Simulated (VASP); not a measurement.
Set up this calculation in VASP 6.6.1, as the native input.

- Task: single point
- Functional: PBE
- Potentials or basis: VASP PAW PBE potentials, release 64 (Mg, O)
- Cutoff: 520 eV
- k mesh: 9 × 9 × 6
- Occupations: gaussian, width 0.02 eV
- Spin: no spin polarisation
- Dipole correction: no
- Further INCAR settings: ALGO = Normal; EDIFF = 1e-06; NBANDS = 16

The structure of MgO lies in POSCAR:

```
MgO
1.0
    2.9580738311      0.0000000000      0.0000000000
   -1.4790369156      2.5617670840      0.0000000000
    0.0000000000      0.0000000000      5.1562948599
Mg O
2 2
Direct
    0.0000000000      0.0000000000      0.0000000000
    0.0000000000      0.0000000000      0.5000000000
    0.3333333333      0.6666666667      0.2500000000
    0.6666666667      0.3333333333      0.7500000000
```

One way to write it, as run:

INCAR

```
SYSTEM = MgO
PREC = Accurate
ENCUT = 520
EDIFF = 1E-6
ISMEAR = 0
SIGMA = 0.02
LREAL = .False.
LASPH = .True.
NELM = 60
ALGO = Normal
ISIF = 2
LWAVE = .False.
LCHARG = .True.
GGA = PE
LELF = .True.
LVHAR = .True.
NBANDS = 16
```

KPOINTS

```
Automatic mesh
0
Gamma
  9 9 6
  0 0 0
```

Potentials or basis: VASP PAW PBE potentials, release 64 (Mg, O).

The run is started by

```sh
$ cat potpaw_PBE.64/Mg/POTCAR potpaw_PBE.64/O/POTCAR > POTCAR
$ mpirun -np 1 vasp_std > vasp.out
```

It gave:

The pressure is -0.7 GPa and the band gap on the k mesh is 4.11 eV.

Wall time 9.8 s on 1 thread of Intel(R) Xeon(R) 6975P-C (Granite Rapids), with other jobs on the host, peak memory 0.17 GiB.
